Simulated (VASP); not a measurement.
# Pd (Fm-3m) in VASP: further runs, part 2 of 2

VASP 6.6.1. The steps go on from the part before.

## Step 3: Single point, PBEsol (volume scaled by 0.88)

Input file INCAR:

```
SYSTEM = Pd
PREC = Accurate
ENCUT = 520
EDIFF = 1E-6
ISMEAR = -1
SIGMA = 0.05
LREAL = .FALSE.
LASPH = .TRUE.
NELM = 100
ALGO = Normal
ISIF = 2
LWAVE = .FALSE.
LCHARG = .FALSE.
GGA = PS
NBANDS = 11
```

Input file KPOINTS:

```
Automatic mesh
0
G
  19 19 19
  0 0 0
```

Input file POSCAR:

```
Pd
1.0
    0.0000000000      1.8573644759      1.8573644759
    1.8573644759      0.0000000000      1.8573644759
    1.8573644759      1.8573644759      0.0000000000
Pd
1
Direct
    0.0000000000      0.0000000000      0.0000000000
```

Potentials or basis: VASP PAW PBE potentials, release 64 (Pd).

Started as:

```bash
cat potpaw_PBE.64/Pd/POTCAR > POTCAR
mpirun -np 1 vasp_std > vasp.out
```

OUTCAR:

```text
SYSTEM = Pd
   PREC = Accurate
   ENCUT = 520
   EDIFF = 1E-6
   ISMEAR = -1
   LREAL = .FALSE.
   LASPH = .TRUE.
   NELM = 100
   ISIF = 2
   GGA = PS

 ion  position               nearest neighbor table
   1  0.000  0.000  0.000-

  LATTYP: Found a face centered cubic cell.
 ALAT       =     3.7147289518

  Lattice vectors:

 A1 = (   0.0000000000,   1.8573644759,   1.8573644759)
 A2 = (   1.8573644759,   0.0000000000,   1.8573644759)
 A3 = (   1.8573644759,   1.8573644759,   0.0000000000)

Analysis of symmetry for initial positions (statically):
=====================================================================
 Subroutine PRICEL returns:
 Original cell was already a primitive cell.

 Routine SETGRP: Setting up the symmetry group for a
 face centered cubic supercell.

 Subroutine GETGRP returns: Found 48 space group operations
 (whereof 48 operations were pure point group operations)
 out of a pool of 48 trial point group operations.

The static configuration has the point symmetry O_h .

Analysis of symmetry for dynamics (positions and initial velocities):
=====================================================================
 Subroutine PRICEL returns:
 Original cell was already a primitive cell.

 Routine SETGRP: Setting up the symmetry group for a
 face centered cubic supercell.

 Subroutine GETGRP returns: Found 48 space group operations
 (whereof 48 operations were pure point group operations)
 out of a pool of 48 trial point group operations.

The dynamic configuration has the point symmetry O_h .

 Subroutine INISYM returns: Found 48 space group operations
 (whereof 48 operations are pure point group operations),
 and found     1 'primitive' translations

----------------------------------------------------------------------------------------

                                     Primitive cell

  volume of cell :      12.8151

  direct lattice vectors                    reciprocal lattice vectors
     0.000000000  1.857364476  1.857364476    -0.269198645  0.269198645  0.269198645
     1.857364476  0.000000000  1.857364476     0.269198645 -0.269198645  0.269198645
     1.857364476  1.857364476  0.000000000     0.269198645  0.269198645 -0.269198645

  length of vectors
     2.626710032  2.626710032  2.626710032     0.466265730  0.466265730  0.466265730

  position of ions in fractional coordinates (direct lattice)
     0.000000000  0.000000000  0.000000000

  ion indices of the primitive-cell ions
   primitive index   ion index
                 1           1

----------------------------------------------------------------------------------------

 KPOINTS: Automatic mesh

Automatic generation of k-mesh.
 Grid dimensions read from file:
 generate k-points for:   19   19   19

 Generating k-lattice:

  Cartesian coordinates                     Fractional coordinates (reciprocal lattice)
    -0.014168350  0.014168350  0.014168350     0.052631579  0.000000000  0.000000000
     0.014168350 -0.014168350  0.014168350     0.000000000  0.052631579  0.000000000
     0.014168350  0.014168350 -0.014168350     0.000000000  0.000000000  0.052631579

  Length of vectors
     0.024540302  0.024540302  0.024540302

  Shift w.r.t. Gamma in fractional coordinates (k-lattice)
     0.000000000  0.000000000  0.000000000

 Subroutine IBZKPT returns following result:
 ===========================================

 Found    220 irreducible k-points:

 Following reciprocal coordinates:
            Coordinates               Weight
  0.000000  0.000000  0.000000      1.000000
  0.052632  0.000000  0.000000      8.000000
  0.105263  0.000000  0.000000      8.000000
  0.157895  0.000000  0.000000      8.000000
  0.210526  0.000000  0.000000      8.000000
  0.263158  0.000000  0.000000      8.000000
[... 16 lines left out ...]
 -0.315789  0.052632  0.000000     24.000000
 -0.263158  0.052632  0.000000     24.000000
 [... further k-points ...]
   k-points           NKPTS =    220   k-points in BZ     NKDIM =    220   number of bands    NBANDS=     11
   number of dos      NEDOS =    301   number of ions     NIONS =      1
   total plane-waves  NPLWV =   8000
   dimension x,y,z NGX =    20 NGY =   20 NGZ =   20
   dimension x,y,z NGXF=    40 NGYF=   40 NGZF=   40
   ions per type =               1
   NGX,Y,Z   is equivalent  to a cutoff of  12.66, 12.66, 12.66 a.u.
   NGXF,Y,Z  is equivalent  to a cutoff of  25.32, 25.32, 25.32 a.u.
 SYSTEM =  Pd
   PREC   = accura    normal or accurate (medium, high low for compatibility)
   ISTART =      0    job   : 0-new  1-cont  2-samecut
   ICHARG =      2    charge: 1-file 2-atom 10-const
   ISPIN  =      1    spin polarized calculation?
   LNONCOLLINEAR =      F non collinear calculations
   LSORBIT =      F    spin-orbit coupling
   LASPH  =      T    aspherical Exc in radial PAW
   ENCUT  =  520.0 eV  38.22 Ry    6.18 a.u.   4.88  4.88  4.88*2*pi/ulx,y,z
   NELM   =    100;   NELMIN=  2; NELMDL= -5     # of ELM steps
   EDIFF  = 0.1E-05   stopping-criterion for ELM
   LREAL  =      F    real-space projection
   EDIFFG = 0.1E-04   stopping-criterion for IOM
   NSW    =      0    number of steps for IOM
   IBRION =     -1    ionic relax: 0-MD 1-quasi-New 2-CG
   NFREE  =      0    steps in history (QN), initial steepest desc. (CG)
   ISIF   =      2    stress and relaxation
   ISYM   =      2    0-nonsym 1-usesym 2-fastsym
   POTIM  = 0.5000    time-step for ionic-motion
   TEBEG  =    0.0;   TEEND  =   0.0 temperature during run
   PSTRESS=    0.0 pullay stress
   NELECT =      10.0000    total number of electrons
   NUPDOWN=      -1.0000    fix difference up-down
   EMIN   =  10.00;   EMAX   =-10.00  energy-range for DOS
   EFERMI =   0.00;   METHOD = LEGACY
   ISMEAR =    -1;   SIGMA  =   0.05  broadening in eV -4-tet -1-fermi 0-gaus
   EFERMI_NEDOS =   21; number of points for ismear=-14 and -15
   IALGO  =     38    algorithm
   IMIX   =      4    mixing-type and parameters
     AMIX     =   0.40;   BMIX     =  1.00
     AMIX_MAG =   1.60;   BMIX_MAG =  1.00
  volume/ion in A,a.u.               =      12.82        86.48
  Fermi-wavevector in a.u.,A,eV,Ry     =   1.507189  2.848174 30.907246  2.271618
  Thomas-Fermi vector in A             =   2.617808
   LORBIT       =      0    0 simple, 1 ext, 2 COOP (PROOUT), +10 PAW based schemes
   GGA     = PS    functional components
   LHFCALC =     F    Hartree Fock is set to
   AEXX    =    0.0000 exact exchange contribution
   IVDW    =     0    specifies the selected vdW correction
   LEPSILON=     F    determine dielectric tensor
   LRPA    =     F    only Hartree local field effects (RPA)
 non-spin polarized calculation
  energy-cutoff  :      520.00
  volume of cell :       12.82
 maximum number of plane-waves:       355
   NGX =  9   NGY =  9   NGZ =  9

 number of electron      10.0000000 magnetization

 number of electron       9.9999999 magnetization

 Free energy of the ion-electron system (eV)
  ---------------------------------------------------
  ext. energy  EPLUGINS =         0.00000000
  ---------------------------------------------------
  free energy    TOTEN  =        -5.79612848 eV

  energy without entropy =       -5.77910452  energy(sigma->0) =       -5.78761650

 E-fermi :  12.2345     XC(G=0): -14.2714

 val. band max:       12.2326027759   @ k =  -0.4737   0.2632   0.0526
 cond. band min:      12.2347676668   @ k =  -0.3684   0.4211   0.2105
 fundamental gap:      0.0021648908
 Fermi energy:        12.2345356243

 k-point     1 :       0.0000    0.0000    0.0000
  band No.  band energies     occupation
      1       3.8056      2.00000
      2       8.6351      2.00000
      3       8.6351      2.00000
      4       8.6351      2.00000
      5      10.6863      2.00000
      6      10.6863      2.00000
      7      29.2801      0.00000
      8      34.8767      0.00000
      9      34.8767      0.00000
     10      34.8767      0.00000
     11      37.7534      0.00000
[... 309 lines left out ...]
 k-point    24 :      -0.2632    0.0526    0.0000
  band No.  band energies     occupation
      1       5.8734      2.00000
      2       8.7159      2.00000
      3       8.9959      2.00000
      4       9.0055      2.00000
      5      10.7709      2.00000
      6      11.4636      2.00000
      7      26.7967      0.00000
      8      30.5370      0.00000
      9      35.9730      0.00000
     10      37.7343      0.00000
     11      38.4749      0.00000

 [... further k-points ...]

------------------------ aborting loop because EDIFF is reached ----------------------------------------

  FORCE on cell =-STRESS in cart. coord.  units (eV):
  Direction    XX          YY          ZZ          XY          YZ          ZX
  --------------------------------------------------------------------------------------
  -------------------------------------------------------------------------------------
  Total        2.8973520      2.8973520      2.8973520      0.0000000      0.0000000     -0.0000000
  in kB      362.2350318    362.2350318    362.2350318      0.0000000      0.0000000     -0.0000000
  external PRESSURE =     362.2350318 kB  Pullay stress =       0.0000000 kB

 VOLUME and BASIS-vectors are now :
 -----------------------------------------------------------------------------
  energy-cutoff  :      520.00
  volume of cell :       12.82
      direct lattice vectors                 reciprocal lattice vectors
     0.000000000  1.857364476  1.857364476    -0.269198645  0.269198645  0.269198645
     1.857364476  0.000000000  1.857364476     0.269198645 -0.269198645  0.269198645
     1.857364476  1.857364476  0.000000000     0.269198645  0.269198645 -0.269198645

 POSITION                                       TOTAL-FORCE (eV/Angst)
 -----------------------------------------------------------------------------------
      0.00000      0.00000      0.00000         0.000000     -0.000000      0.000000
 -----------------------------------------------------------------------------------
    total drift:                                0.000000      0.000000      0.000000

  FREE ENERGIE OF THE ION-ELECTRON SYSTEM (eV)
  ---------------------------------------------------
  free  energy   TOTEN  =        -5.7961284750 eV

  energy  without entropy=       -5.7791045186  energy(sigma->0) =       -5.78761650
```

It took 15 s on 1 thread of Intel Xeon Platinum 8488C (Sapphire Rapids), shared host; peak memory 0.15 GiB.

Results:

```
Free energy            : -5.7961 eV
Pressure               : 36.2 GPa
Band gap on the k mesh : zero (band 5 reaches 12.58 eV, above the bottom of band 6 at 10.59 eV)
```

Caveat: the PAW data sets were made with another functional, which shifts forces and pressure a little.

## Step 4: Single point, PBEsol (volume scaled by 0.94)

Input file INCAR:

```
SYSTEM = Pd
  PREC = Accurate
  ENCUT = 520
  EDIFF = 1E-7
  ISMEAR = -1
  SIGMA = 0.05
  LREAL = .FALSE.
  LASPH = .TRUE.
  NELM = 80
  ALGO = Normal
  ISIF = 2
  LWAVE = .FALSE.
  LCHARG = .TRUE.
  GGA = PS
  LELF = .TRUE.
  LVHAR = .TRUE.
  NBANDS = 11
```

Input file KPOINTS:

```
regular mesh
0
G
  19 19 19
  0 0 0
```

Input file POSCAR:

```
Pd
1.0
    0.0000000000      1.8986526892      1.8986526892
    1.8986526892      0.0000000000      1.8986526892
    1.8986526892      1.8986526892      0.0000000000
Pd
1
Direct
    0.0000000000      0.0000000000      0.0000000000
```

Started as:

```bash
cat potpaw_PBE.64/Pd/POTCAR > POTCAR
mpirun -np 1 vasp_std > vasp.out
```

It took 17 s on 1 thread of Intel Xeon Platinum 8488C (Sapphire Rapids), shared host; peak memory 0.15 GiB.

Results (log left out):

| Property | Result |
| --- | --- |
| Free energy | -5.9311 eV |
| Pressure | 14.5 GPa |
| Band gap on the k mesh | zero (band 5 reaches 11.27 eV, above the bottom of band 6 at 9.49 eV) |

Levels at points of the mesh, in eV from the Fermi level:
| k point | band 2 | band 3 | band 4 | band 5 | band 6 | band 7 | band 8 | band 9 |
| --- | --- | --- | --- | --- | --- | --- | --- | --- |
| (0.00, 0.00, 0.00) | -3.24 | -3.24 | -3.24 | -1.39 | -1.39 | 17.11 | 22.31 | 22.31 |

Caveat: the PAW data sets were made with another functional, which shifts forces and pressure a little.
